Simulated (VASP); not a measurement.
A run of VASP 6.6.1:

File INCAR:

```
ALGO = Normal
EDIFF = 1E-7
ENCUT = 520
GGA = PE
ISIF = 2
ISMEAR = 0
LASPH = T
LCHARG = T
LELF = T
LREAL = F
LVHAR = T
LWAVE = F
NBANDS = 22
NELM = 100
PREC = Accurate
SIGMA = 0.1
```

File KPOINTS:

```
k-points
0
Gamma
  12 12 12
```

The input POSCAR:

```
Al2Cl2F
1.0
   -1.9333881209      2.8005498357      4.2946315999
    1.9333881209     -2.8005498357      4.2946315999
    1.9333881209      2.8005498357     -4.2946315999
Al Cl F
2 2 1
Direct
    0.2554280364      0.5000000000      0.7554280364
    0.7445719636      0.5000000000      0.2445719636
    0.7582975165      0.2582975165      0.5000000000
    0.2417024835      0.7417024835      0.5000000000
    0.0000000000      0.0000000000      0.0000000000
```

Potentials or basis: VASP PAW PBE potentials, release 64 (Al, Cl, F).

The run is started by

```sh
$ cat potpaw_PBE.64/Al/POTCAR potpaw_PBE.64/Cl/POTCAR potpaw_PBE.64/F/POTCAR > POTCAR
$ mpirun -np 1 vasp_std > vasp.out
```

Hardware: 1 thread of AMD EPYC 7R13, with other jobs on the host.

**Question.** Estimate the wall time of this run.

**Answer.** Run time: 21 min on 1 thread of AMD EPYC 7R13, with other jobs on the host, peak memory 0.58 GiB. Counts: scf iterations 15, k points 280.
